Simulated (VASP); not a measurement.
A run of VASP 6.6.1:

INCAR

```
PREC = Accurate
ENCUT = 520
EDIFF = 1E-6
ISMEAR = 0
SIGMA = 0.1
LREAL = F
LASPH = T
NELM = 60
ALGO = Normal
ISIF = 2
LWAVE = F
LCHARG = F
GGA = PE
NBANDS = 29
```

KPOINTS

```
regular mesh
0
Gamma
  4 4 4
```

The input POSCAR:

```
HfSeS4
1.0
    0.0000000000      4.1586190500      4.1586190500
    4.1586190500      0.0000000000      4.1586190500
    4.1586190500      4.1586190500      0.0000000000
Hf Se S
1 1 4
Direct
    0.0000000000      0.0000000000      0.0000000000
    0.5000000000      0.5000000000      0.5000000000
    0.1927543900      0.6024152000      0.6024152000
    0.6024152000      0.6024152000      0.6024152000
    0.6024152000      0.1927543900      0.6024152000
    0.6024152000      0.6024152000      0.1927543900
```

Potentials or basis: VASP PAW PBE potentials, release 64 (Hf_pv, Se, S).

Launch:

```bash
$ cat potpaw_PBE.64/Hf_pv/POTCAR potpaw_PBE.64/Se/POTCAR potpaw_PBE.64/S/POTCAR > POTCAR
$ mpirun -np 1 vasp_std > vasp.out
```

Hardware: 1 thread of AMD EPYC 9R45 96-Core Processor (Zen 5), with other jobs on the host.

**Question.** Estimate the wall time of this run.

**Answer.** Run time: 36 s on 1 thread of AMD EPYC 9R45 96-Core Processor (Zen 5) (shared host), peak memory 0.29 GiB. Counts: scf iterations 17, k points 8.
